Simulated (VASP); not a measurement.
Set up this calculation in VASP 6.6.1, as the native input.

- Task: single point
- Functional: PBE
- Potentials or basis: VASP PAW PBE potentials, release 64 (H, Cl)
- Cutoff: 520 eV
- k mesh: 2 × 3 × 4
- Occupations: gaussian, width 0.1 eV
- Spin: no spin polarisation
- Dipole correction: no
- Further INCAR settings: ALGO = Normal; EDIFF = 1e-06; NBANDS = 24

The structure of H3Cl4 (a cell with a defect) lies in POSCAR:

```
H3Cl4
1.0
   -5.0869420000     -0.0304660000      5.8901200000
   -0.0178560000     -5.3919180000      0.0126120000
    2.5186640000      0.0015600000      2.9235410000
H Cl
3 4
Direct
    0.4621306024      0.8344656577      0.0626096968
    0.9636805025      0.8284879972      0.0678428344
    0.5321364078      0.3219023347      0.9167054163
    0.3786610644      0.0037623880      0.2562664386
    0.8707960756      0.9930984452      0.2513177210
    0.1237630823      0.5069891531      0.7394271010
    0.6270352182      0.5037525792      0.7467013437
```

These files were run (other wordings do the same):

INCAR

```
SYSTEM = H3Cl4
PREC = Accurate
ENCUT = 520
EDIFF = 1E-6
ISMEAR = 0
SIGMA = 0.1
LREAL = .FALSE.
LASPH = .TRUE.
NELM = 100
ALGO = Normal
ISIF = 2
LWAVE = .FALSE.
LCHARG = .FALSE.
GGA = PE
NBANDS = 24
```

KPOINTS

```
regular mesh
0
G
  2 3 4
  0 0 0
```

Potentials or basis: VASP PAW PBE potentials, release 64 (H, Cl).

Command:

```console
$ cat potpaw_PBE.64/H/POTCAR potpaw_PBE.64/Cl/POTCAR > POTCAR
$ mpirun -np 1 vasp_std > vasp.out
```

It gave:

```
Pressure      : -0.3 GPa
Largest force : 1.000 eV/Å
```

Caveat: the k points lie up to 0.41 Å⁻¹ apart; an odd number of electrons without spin polarisation forces a metal; a magnetic or distorted state may lie lower.

Run time: 58 s on 1 thread of Intel(R) Xeon(R) Platinum 8259CL CPU @ 2.50GHz (Skylake/Cascade Lake) (shared host), peak memory 0.25 GiB.
